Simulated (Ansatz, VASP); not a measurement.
# Os: VASP beside Ansatz

POSCAR

```
Os
1.0
    0.0000000000      1.9450000000      1.9450000000
    1.9450000000      0.0000000000      1.9450000000
    1.9450000000      1.9450000000      0.0000000000
Os
1
Direct
    0.0000000000      0.0000000000      0.0000000000
```

INCAR.step1

```
SYSTEM = Os
  ALGO = Normal
  EDIFF = 1E-5
  ENCUT = 520
  GGA = PE
  GGA_COMPAT = .FALSE.
  ISIF = 2
  ISMEAR = 1
  LASPH = .TRUE.
  LCHARG = .FALSE.
  LREAL = .FALSE.
  LWAVE = .TRUE.
  NBANDS = 10
  NELM = 120
  PREC = Accurate
  SIGMA = 0.05
```

INCAR.step2

```
SYSTEM = Os
  AEXX = 0.2
  AGGAC = 0.81
  AGGAX = 0.72
  ALDAC = 0.19
  ALGO = Normal
  EDIFF = 1E-6
  ENCUT = 520
  GGA = B5
  GGA_COMPAT = .FALSE.
  ISIF = 2
  ISMEAR = 1
  ISTART = 1
  LASPH = .TRUE.
  LCHARG = .FALSE.
  LHFCALC = .TRUE.
  LREAL = .FALSE.
  LWAVE = .FALSE.
  NBANDS = 10
  NELM = 120
  PREC = Accurate
  PRECFOCK = Normal
  SIGMA = 0.05
```

The input KPOINTS:

```
k-points
0
G
  8 8 8
  0 0 0
```

Contents of input.yaml:

```yaml
crystal:
  lattice: { a: 3.89, b: 3.89, c: 3.89, alpha: 90.0, beta: 90.0, gamma: 90.0 }
  space_group: 225
  reduce_to_primitive: true
  atoms:
    - { symbol: Os, wyckoff: "4a", position: [0.0, 0.0, 0.0] }
hamiltonian:
  xc: b3lyp5
  pseudopotentials: { kind: paw, source: ansatz }
kpoints:
  mp_grid: { grid: [8, 8, 8] }
scf:
  occupations: { method: methfessel_paxton, width: 0.05 }
output:
  forces: true
  stress: true
  eigenvalues: true
  write_density: true
  write_potential: true
  elf: true
  volumetric_format: npy
```

Alike in both runs: functional B3LYP5; k mesh 8 × 8 × 8; occupations methfessel-paxton of order 1, width 0.05 eV; no spin polarisation.

```csv
,VASP,Ansatz
version,VASP 6.6.1,Ansatz 0.2.0
potentials or method,"VASP PAW PBE potentials, release 64 (Os)",Ansatz PAW earlier set
plane-wave cutoff (eV),520,480
valence electrons in the cell,8,16
task,single point,electron localisation function
```

```tsv
	VASP	Ansatz	Ansatz less VASP
gap on the k mesh at the Fermi level (eV)	none	none	-
pressure (GPa)	-4.4	-7.7	-3.23
```

VASP's potentials were made for PBE, not for B3LYP5. A gap of «none» marks a metal or a gap that the smearing closes. With one functional, cell and mesh, what is left measures potentials, basis and numerics. VASP's potentials hold 8 valence electrons a cell and Ansatz's 16, so a difference there can come from the potentials and not from the codes.

Spin-orbit coupling is off throughout. Noted on Ansatz's run: the potentials were made for another functional, which shifts forces and pressure.
